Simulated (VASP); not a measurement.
Set up this calculation in VASP 6.6.1, as the native input.

* Task: single point
* Functional: PBE
* Potentials or basis: VASP PAW PBE potentials, release 64 (Te, As, Ca_sv)
* Cutoff: 500 eV
* k mesh: 5 × 5 × 1, shifted
* Occupations: fermi-dirac, width 0.1 eV
* Spin: no spin polarisation
* Dipole correction: no
* Further INCAR settings: ALGO = Normal; EDIFF = 1e-06; NBANDS = 43; ISYM = 0

The structure of CaTe2As2 lies in POSCAR:

```
CaTe2As2
1.0
    4.2895570000      0.0000000000      0.0000000000
   -2.1447780000      3.7148690000      0.0000000000
    0.0000000000      0.0000000000     18.3300430000
Te As Ca
4 4 2
Direct
    0.3333300000      0.6666700000      0.1719800000
    0.6666700000      0.3333300000      0.6719800000
    0.3333300000      0.6666700000      0.3280200000
    0.6666700000      0.3333300000      0.8280200000
    0.3333300000      0.6666700000      0.6036200000
    0.6666700000      0.3333300000      0.1036200000
    0.3333300000      0.6666700000      0.8963800000
    0.6666700000      0.3333300000      0.3963800000
    0.0000000000      0.0000000000      0.0000000000
    0.0000000000      0.0000000000      0.5000000000
```

One way to write it, as run:

INCAR

```
PREC = Accurate
ENCUT = 500
EDIFF = 1E-6
ISMEAR = -1
SIGMA = 0.1
LREAL = F
LASPH = T
NELM = 120
ALGO = Normal
ISIF = 2
LWAVE = F
LCHARG = F
GGA = PE
NBANDS = 43
ISYM = 0
GGA_COMPAT = F
```

KPOINTS

```
Automatic mesh
0
Gamma
  5 5 1
  0.5 0.5 0
```

Potentials or basis: VASP PAW PBE potentials, release 64 (Te, As, Ca_sv).

Launch:

```sh
$ cat potpaw_PBE.64/Te/POTCAR potpaw_PBE.64/As/POTCAR potpaw_PBE.64/Ca_sv/POTCAR > POTCAR
$ mpirun -np 1 vasp_std > vasp.out
```

Results of the run:

```
Pressure               : 5.3 GPa
Largest force          : 0.895 eV/Å
Band gap on the k mesh : zero (bands 32 and 33 overlap by 0.54 eV)
```

Caveat: the cell stands under pressure; spin-orbit coupling is left out, which moves the levels of the heavy elements.

Run time: 14 min on 1 thread of Intel Xeon 8259CL (shared host), peak memory 0.63 GiB.
